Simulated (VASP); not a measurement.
# CeC (rocksalt type) (Fm-3m) in VASP: electric field gradients with PBE

Aim: the electric field gradients of CeC (rocksalt type) with PBE.

Everything below comes from runs of VASP 6.6.1. Logs are shortened: lines on timing, memory, paths and dates and some standing lists are left out, and cuts for length are marked.

## Step 1: The cell of the first run

The structure is cubic, space group Fm-3m (No. 225). The conventional cell has a = 5.192 Å, b = 5.192 Å, c = 5.192 Å, α = 90.00°, β = 90.00°, γ = 90.00°. Within 3.4 Å of Ce (site symmetry m-3m) lie 6 C at 2.60 Å. C (site symmetry m-3m) has 6 Ce at 2.60 Å within 3.4 Å.

## Step 2: Electric field gradients, PBE, non-collinear spin, typed start, spin-orbit coupling

INCAR

```
SYSTEM = CeC
PREC     = Accurate       ! precision mode
ENCUT    = 520            ! plane-wave cutoff, eV
EDIFF    = 1E-8           ! SCF threshold, eV
ISMEAR   = -1             ! smearing method
SIGMA    = 0.08           ! smearing width, eV
LREAL    = .False.        ! projectors in reciprocal space
LASPH    = .True.         ! aspherical terms in the spheres
NELM     = 150            ! most SCF steps
ALGO     = Normal         ! electronic algorithm
ISIF     = 2              ! what is computed and relaxed
LWAVE    = .False.        ! write WAVECAR
LCHARG   = .False.        ! write CHGCAR
MAGMOM   = 0 0 1 0 0 0    ! initial moments
LORBIT   = 11             ! projections on sites
LSORBIT  = .True.         ! spin-orbit coupling
GGA_COMPAT= .False.      
LORBMOM  = .True.       
LMAXMIX  = 6              ! l up to which the mixer works
GGA      = PE             ! functional
LEFG     = .True.       
NBANDS   = 28             ! bands
```

KPOINTS

```
regular mesh
0
Gamma
  12 12 12
  0 0 0
```

POSCAR

```
CeC
1.0
    0.0000000000      2.5960188331      2.5960188331
    2.5960188331      0.0000000000      2.5960188331
    2.5960188331      2.5960188331      0.0000000000
Ce C
1 1
Direct
    0.0000000000      0.0000000000      0.0000000000
    0.5000000000      0.5000000000      0.5000000000
```

Potentials or basis: VASP PAW PBE potentials, release 64 (Ce, C).

Launch:

```bash
cat potpaw_PBE.64/Ce/POTCAR potpaw_PBE.64/C/POTCAR > POTCAR
mpirun -np 1 vasp_ncl > vasp.out
```

OUTCAR:

```text
SYSTEM = CeC
   PREC = Accurate
   ENCUT = 520
   EDIFF = 1E-8
   ISMEAR = -1
   LREAL = .False.
   LASPH = .True.
   NELM = 150
   ISIF = 2
   LORBIT = 11
   LSORBIT = .True.
   GGA = PE

 ion  position               nearest neighbor table
   1  0.000  0.000  0.000-   2 2.60   2 2.60   2 2.60   2 2.60   2 2.60   2 2.60
   2  0.500  0.500  0.500-   1 2.60   1 2.60   1 2.60   1 2.60   1 2.60   1 2.60

  LATTYP: Found a face centered cubic cell.
 ALAT       =     5.1920376662

  Lattice vectors:

 A1 = (   0.0000000000,   2.5960188331,   2.5960188331)
 A2 = (   2.5960188331,   0.0000000000,   2.5960188331)
 A3 = (   2.5960188331,   2.5960188331,   0.0000000000)

Analysis of symmetry for initial positions (statically):
=====================================================================
 Subroutine PRICEL returns:
 Original cell was already a primitive cell.

 Routine SETGRP: Setting up the symmetry group for a
 face centered cubic supercell.

 Subroutine GETGRP returns: Found 48 space group operations
 (whereof 48 operations were pure point group operations)
 out of a pool of 48 trial point group operations.

The static configuration has the point symmetry O_h .

Analysis of symmetry for dynamics (positions and initial velocities):
=====================================================================
 Subroutine PRICEL returns:
 Original cell was already a primitive cell.

 Routine SETGRP: Setting up the symmetry group for a
 face centered cubic supercell.

 Subroutine GETGRP returns: Found 48 space group operations
 (whereof 48 operations were pure point group operations)
 out of a pool of 48 trial point group operations.

The dynamic configuration has the point symmetry O_h .

Analysis of structural, dynamic, and magnetic symmetry:
=====================================================================
 Subroutine PRICEL returns:
 Original cell was already a primitive cell.

 Routine SETGRP: Setting up the symmetry group for a
 face centered cubic supercell.

 Subroutine GETGRP returns: Found  8 space group operations
 (whereof  8 operations were pure point group operations)
 out of a pool of 48 trial point group operations.

The overall configuration has the point symmetry C_4h.

 Subroutine INISYM returns: Found  8 space group operations
 (whereof  8 operations are pure point group operations),
 and found     1 'primitive' translations

----------------------------------------------------------------------------------------

                                     Primitive cell

  volume of cell :      34.9908

  direct lattice vectors                    reciprocal lattice vectors
     0.000000000  2.596018833  2.596018833    -0.192602609  0.192602609  0.192602609
     2.596018833  0.000000000  2.596018833     0.192602609 -0.192602609  0.192602609
     2.596018833  2.596018833  0.000000000     0.192602609  0.192602609 -0.192602609

  length of vectors
     3.671325042  3.671325042  3.671325042     0.333597504  0.333597504  0.333597504

  position of ions in fractional coordinates (direct lattice)
[... 888 lines left out ...]
  Total       -0.0450288     -0.0450288     -0.0450285     -0.0000000      0.0000000      0.0000000
  in kB       -2.0618036     -2.0618036     -2.0617925     -0.0000004      0.0000000      0.0000000
  external PRESSURE =      -2.0617999 kB  Pullay stress =       0.0000000 kB

 VOLUME and BASIS-vectors are now :
 -----------------------------------------------------------------------------
  energy-cutoff  :      520.00
  volume of cell :       34.99
      direct lattice vectors                 reciprocal lattice vectors
     0.000000000  2.596018833  2.596018833    -0.192602609  0.192602609  0.192602609
     2.596018833  0.000000000  2.596018833     0.192602609 -0.192602609  0.192602609
     2.596018833  2.596018833  0.000000000     0.192602609  0.192602609 -0.192602609

 POSITION                                       TOTAL-FORCE (eV/Angst)
 -----------------------------------------------------------------------------------
      0.00000      0.00000      0.00000         0.000000     -0.000000      0.000000
      2.59602      2.59602      2.59602        -0.000000      0.000000      0.000000
 -----------------------------------------------------------------------------------
    total drift:                                0.000000      0.000000      0.000000

  FREE ENERGIE OF THE ION-ELECTRON SYSTEM (eV)
  ---------------------------------------------------
  free  energy   TOTEN  =       -15.6344826767 eV

  energy  without entropy=      -15.5916946271  energy(sigma->0) =      -15.61308865

 Electric field gradients (V/A^2)
---------------------------------------------------------------------
 ion       V_xx      V_yy      V_zz      V_xy      V_xz      V_yz
---------------------------------------------------------------------
   1      -0.000    -0.000     0.000     0.000     0.000     0.000
   2      -0.000    -0.000     0.000     0.000     0.000     0.000
---------------------------------------------------------------------

 Electric field gradients after diagonalization (V/A^2)
 (convention: |V_zz| > |V_xx| > |V_yy|)
----------------------------------------------------------------------
 ion       V_xx      V_yy      V_zz     asymmetry (V_yy - V_xx)/ V_zz
----------------------------------------------------------------------
   1      -0.000    -0.000     0.001       0.376
   2      -0.000    -0.000     0.001       0.004
----------------------------------------------------------------------

           NMR quadrupolar parameters

 Cq : quadrupolar parameter    Cq=e*Q*V_zz/h
 eta: asymmetry parameters     (V_yy - V_xx)/ V_zz
 Q  : nuclear electric quadrupole moment in mb (millibarn)
----------------------------------------------------------------------
 ion       Cq(MHz)       eta       Q (mb)
----------------------------------------------------------------------
   1       0.000       0.376       1.000
   2       0.000       0.004       1.000
----------------------------------------------------------------------

 orbital moment (x)

 # of ion     p       d       f       tot
 ------------------------------------------------
  1         0.000   0.000  -0.000  -0.000
  2         0.000   0.000   0.000   0.000
 ------------------------------------------------
            0.000   0.000  -0.000  -0.000

 orbital moment (y)

 # of ion     p       d       f       tot
 ------------------------------------------------
  1         0.000   0.000   0.000   0.000
  2        -0.000   0.000   0.000  -0.000
 ------------------------------------------------
           -0.000   0.000   0.000   0.000

 orbital moment (z)

 # of ion     p       d       f       tot
 ------------------------------------------------
  1        -0.000   0.000  -0.000  -0.000
  2        -0.000   0.000   0.000  -0.000
 ------------------------------------------------
           -0.000   0.000  -0.000  -0.000

 Spin-Orbit-Coupling matrix elements

 Ion:    1  E_soc:     -0.7100649
 l=   1
     0.0000000    -0.1131059    -0.1131058
    -0.1131059     0.0000000    -0.1131059
    -0.1131058    -0.1131059     0.0000000
 l=   2
     0.0000000    -0.0002383     0.0000000    -0.0002383    -0.0009940
    -0.0002383     0.0000000    -0.0007455    -0.0002383    -0.0002485
     0.0000000    -0.0007455     0.0000000    -0.0007455     0.0000000
    -0.0002383    -0.0002383    -0.0007455     0.0000000    -0.0002485
    -0.0009940    -0.0002485     0.0000000    -0.0002485     0.0000000
 l=   3
     0.0000000    -0.0003698     0.0000000     0.0000000     0.0000000    -0.0005268    -0.0026905
    -0.0003698     0.0000000    -0.0006163     0.0000000    -0.0006163    -0.0009860    -0.0003698
     0.0000000    -0.0006163     0.0000000    -0.0019045    -0.0003295    -0.0005888     0.0000000
     0.0000000     0.0000000    -0.0019045     0.0000000    -0.0019045     0.0000000     0.0000000
     0.0000000    -0.0006163    -0.0003295    -0.0019045     0.0000000    -0.0005888     0.0000000
    -0.0005268    -0.0009860    -0.0005888     0.0000000    -0.0005888     0.0000000    -0.0005268
    -0.0026905    -0.0003698     0.0000000     0.0000000     0.0000000    -0.0005268     0.0000000

 Ion:    2  E_soc:      0.0000060
 l=   1
     0.0000000     0.0000010     0.0000010
     0.0000010     0.0000000     0.0000010
     0.0000010     0.0000010     0.0000000
 l=   2
     0.0000000     0.0000000     0.0000000     0.0000000     0.0000000
     0.0000000     0.0000000     0.0000000     0.0000000     0.0000000
     0.0000000     0.0000000     0.0000000     0.0000000     0.0000000
     0.0000000     0.0000000     0.0000000     0.0000000     0.0000000
     0.0000000     0.0000000     0.0000000     0.0000000     0.0000000
 l=   3
     0.0000000     0.0000000     0.0000000     0.0000000     0.0000000     0.0000000     0.0000000
     0.0000000     0.0000000     0.0000000     0.0000000     0.0000000     0.0000000     0.0000000
     0.0000000     0.0000000     0.0000000     0.0000000     0.0000000     0.0000000     0.0000000
     0.0000000     0.0000000     0.0000000     0.0000000     0.0000000     0.0000000     0.0000000
     0.0000000     0.0000000     0.0000000     0.0000000     0.0000000     0.0000000     0.0000000
     0.0000000     0.0000000     0.0000000     0.0000000     0.0000000     0.0000000     0.0000000
     0.0000000     0.0000000     0.0000000     0.0000000     0.0000000     0.0000000     0.0000000

 total charge

# of ion       s       p       d       f       tot
--------------------------------------------------
    1        2.042   5.737   1.014   0.868   9.661
    2        0.912   1.361   0.000   0.000   2.273
--------------------------------------------------
tot          2.954   7.098   1.014   0.868  11.934

 magnetization (x)

# of ion       s       p       d       f       tot
--------------------------------------------------
    1        0.000   0.000   0.000   0.000   0.000
    2        0.000   0.000   0.000   0.000   0.000
--------------------------------------------------
tot          0.000   0.000   0.000   0.000   0.000

 magnetization (y)

# of ion       s       p       d       f       tot
--------------------------------------------------
    1        0.000   0.000   0.000   0.000   0.000
    2        0.000   0.000   0.000   0.000   0.000
--------------------------------------------------
tot          0.000   0.000   0.000   0.000   0.000

 magnetization (z)

# of ion       s       p       d       f       tot
--------------------------------------------------
    1       -0.000  -0.000   0.000   0.000   0.000
    2       -0.000  -0.000   0.000   0.000  -0.000
--------------------------------------------------
tot         -0.000  -0.000   0.000   0.000   0.000
```

It took 9.1 min on 1 thread of Intel Xeon Platinum 8559C (Emerald Rapids), shared host; peak memory 0.53 GiB.

Results:

| Property | Result |
| --- | --- |
| Free energy | -15.6345 eV |
| Pressure | -0.2 GPa |
| Net moment | 0.00 μB per cell |
| Largest electric field gradient by atom | under 0.05 V/Å² on every atom |
| Valence electrons inside the program's atomic spheres | Ce 9.66; C 2.27 |

Moments on the atoms (μB; x, y, z):
```
Ce  0.00 0.00 0.00
C   0.00 0.00 0.00
```

Caveat: the magnetic or orbital state may not be the lowest.
